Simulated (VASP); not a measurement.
Set up this calculation in VASP 6.6.1, as the native input.

- Task: relaxation of cell and atoms
- Functional: PBE
- Potentials or basis: VASP PAW PBE potentials, release 64 (Cd, F)
- Cutoff: 600 eV
- k mesh: 8 × 8 × 8
- Occupations: gaussian, width 0.02 eV
- Spin: no spin polarisation
- Dipole correction: no
- Further INCAR settings: ALGO = Normal; EDIFF = 1e-06; IBRION = 2; EDIFFG = -0.01; NSW = 100; ISIF = 3

The structure of CdF2 lies in POSCAR:

```
CdF2
1.0
    0.0000000000      2.7393819754      2.7393819754
    2.7393819754      0.0000000000      2.7393819754
    2.7393819754      2.7393819754      0.0000000000
Cd F
1 2
Direct
    0.0000000000      0.0000000000      0.0000000000
    0.2500000000      0.2500000000      0.2500000000
    0.7500000000      0.7500000000      0.7500000000
```

The input as run:

INCAR

```
SYSTEM = CdF2
PREC = Accurate
ENCUT = 600
EDIFF = 1E-6
ISMEAR = 0
SIGMA = 0.02
LREAL = .False.
LASPH = .True.
NELM = 100
ALGO = Normal
ISIF = 3
LWAVE = .False.
LCHARG = .False.
GGA = PE
IBRION = 2
NSW = 100
EDIFFG = -0.01
```

KPOINTS

```
regular mesh
0
Gamma
  8 8 8
  0 0 0
```

Potentials or basis: VASP PAW PBE potentials, release 64 (Cd, F).

Launch:

```sh
$ cat potpaw_PBE.64/Cd/POTCAR potpaw_PBE.64/F/POTCAR > POTCAR
$ mpirun -np 1 vasp_std > vasp.out
```

It gave:

The relaxed volume is 13.78 Å³/atom, the relaxed cell is a = 3.881 Å, b = 3.881 Å, c = 3.881 Å, α = 60.00°, β = 60.00°, γ = 60.00° and the space group after relaxing (to 0.05 Å) is Fm-3m (No. 225). The energy gained by relaxing is 0.1 meV/atom. The ionic steps are 3. The pressure after relaxing is 0.0 GPa and the band gap on the k mesh is 2.87 eV, indirect (least direct gap 3.44 eV).

It took 18 s on 1 thread of Intel(R) Xeon(R) 6975P-C (Granite Rapids) (shared host), peak memory 0.19 GiB.
